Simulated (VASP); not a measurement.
A run of VASP 6.6.1:

The input INCAR:

```
PREC = Accurate
ENCUT = 520
EDIFF = 1E-7
ISMEAR = 0
SIGMA = 0.05
LREAL = F
LASPH = T
NELM = 100
ALGO = Normal
ISIF = 2
LWAVE = F
LCHARG = T
LELF = T
LVHAR = T
NBANDS = 12
```

The input KPOINTS:

```
regular mesh
0
Gamma
  10 10 10
```

The input POSCAR:

```
LiF
1.0
    0.0000000000      2.0140017468      2.0140017468
    2.0140017468      0.0000000000      2.0140017468
    2.0140017468      2.0140017468      0.0000000000
Li F
1 1
Direct
    0.0000000000      0.0000000000      0.0000000000
    0.5000000000      0.5000000000      0.5000000000
```

Potentials or basis: VASP PAW LDA potentials, release 64 (Li_sv, F).

The run is started by

```console
$ cat potpaw_LDA.64/Li_sv/POTCAR potpaw_LDA.64/F/POTCAR > POTCAR
$ mpirun -np 1 vasp_std > vasp.out
```

Hardware: 1 thread of Intel(R) Xeon(R) Platinum 8259CL CPU @ 2.50GHz (Skylake/Cascade Lake), on a shared host.

Question: Estimate the wall time of this run.

Answer: Wall time 6.3 s on 1 thread of Intel(R) Xeon(R) Platinum 8259CL CPU @ 2.50GHz (Skylake/Cascade Lake) (shared host), peak memory 0.12 GiB. Counts: scf iterations 12, k points 47.
